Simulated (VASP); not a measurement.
**Ga: single point with PBE**

The system is Ga.

```
CELL_PARAMETERS angstrom
0.00000 2.56043 2.56043
2.56043 0.00000 2.56043
2.56043 2.56043 0.00000
ATOMIC_POSITIONS crystal
Ga 0.00000 0.00000 0.00000
Ga 0.25000 0.25000 0.25000
```

This isn't the form of Ga at room conditions, which is orthorhombic.

```
Program                : VASP 6.6.1
Task                   : single point
Functional             : PBE
Potentials or basis    : VASP PAW PBE potentials, release 64 (Ga_d)
Cutoff                 : 500 eV
k mesh                 : 8 × 8 × 8
Occupations            : methfessel-paxton, width 0.05 eV
Spin                   : no spin polarisation
Dipole correction      : no
Further INCAR settings : ALGO = Normal; EDIFF = 1e-06; NBANDS = 20
```

```json
{
  "Pressure": "40.2 GPa",
  "Band gap on the k mesh": "zero (bands 13 and 14 overlap by 6.69 eV)"
}
```

Levels at points of the mesh, in eV from the Fermi level:
| k point | band 9 | band 10 | band 11 | band 12 | band 13 | band 14 | band 15 | band 16 | band 17 | band 18 |
| --- | --- | --- | --- | --- | --- | --- | --- | --- | --- | --- |
| (0.00, 0.00, 0.00) | -14.61 | -14.61 | -12.03 | 4.04 | 4.04 | 4.04 | 5.96 | 5.96 | 5.96 | 8.05 |
| (0.50, 0.00, 0.00) | -14.60 | -14.60 | -8.52 | -6.30 | 1.75 | 1.75 | 5.52 | 6.87 | 6.87 | 9.01 |
| (0.50, 0.50, 0.00) | -14.55 | -14.55 | -6.43 | -6.43 | -1.06 | -1.06 | 3.20 | 3.20 | 16.30 | 16.30 |

Run time: 37 s on 1 thread of Intel(R) Xeon(R) Platinum 8175M CPU @ 2.50GHz (Skylake/Cascade Lake), on a shared host, peak memory 0.16 GiB.

Caveat: the cell stands under pressure.
